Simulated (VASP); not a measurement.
**TaSb (rocksalt type): single point with LDA**

TaSb (rocksalt type):

```
CELL_PARAMETERS angstrom
0.00000 2.46016 2.46016
2.46016 0.00000 2.46016
2.46016 2.46016 0.00000
ATOMIC_POSITIONS crystal
Ta 0.00000 0.00000 0.00000
Sb 0.50000 0.50000 0.50000
```

* Program: VASP 6.6.1
* Task: single point
* Functional: LDA
* Potentials or basis: VASP PAW LDA potentials, release 64 (Ta_pv, Sb)
* Cutoff: 520 eV
* k mesh: 13 × 13 × 13
* Occupations: fermi-dirac, width 0.05 eV
* Spin: no spin polarisation

The pressure is 108.1 GPa and the band gap on the k mesh is zero (bands 8 and 9 overlap by 1.99 eV).

Levels at points of the mesh, in eV from the Fermi level:
```csv
k point,band 4,band 5,band 6,band 7,band 8,band 9,band 10,band 11,band 12,band 13
"(0.00, 0.00, 0.00)",-15.43,-2.21,-2.21,-2.21,-0.63,-0.63,1.87,1.87,1.87,5.40
```

Wall time 48 s on 1 thread of Intel Xeon 8259CL (shared host), peak memory 0.17 GiB.

Caveat: the cell stands under pressure; spin-orbit coupling is left out, which moves the levels of the heavy elements.
